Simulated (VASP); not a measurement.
Input of a VASP 6.6.1 run:

The input INCAR:

```
  ALGO = Normal
  EDIFF = 1E-6
  ENCUT = 520
  GGA = CA
  ISIF = 2
  ISMEAR = -1
  LASPH = True
  LCHARG = True
  LELF = True
  LREAL = False
  LVHAR = True
  LWAVE = False
  NBANDS = 32
  NELM = 100
  PREC = Accurate
  SIGMA = 0.1
```

Contents of KPOINTS:

```
k-points
0
Gamma
  6 6 6
```

Contents of POSCAR:

```
Ti
1.0
    4.2291990000      0.0000000000      0.0000000000
    0.0000000000      4.2291990000      0.0000000000
    0.0000000000      0.0000000000      4.2291990000
Ti
4
Direct
    0.2500000000      0.7500000000      0.2500000000
    0.7500000000      0.2500000000      0.2500000000
    0.2500000000      0.2500000000      0.7500000000
    0.7500000000      0.7500000000      0.7500000000
```

Potentials or basis: VASP PAW LDA potentials, release 64 (Ti_sv).

Command:

```console
$ cat potpaw_LDA.64/Ti_sv/POTCAR > POTCAR
$ mpirun -np 1 vasp_std > vasp.out
```

**Question.** Predict the pressure.

**Answer.** -15.0 GPa.

**Question.** Estimate the band gap on the k mesh.

**Answer.** Zero (band 24 reaches 7.90 eV, above the bottom of band 25 at 6.77 eV).
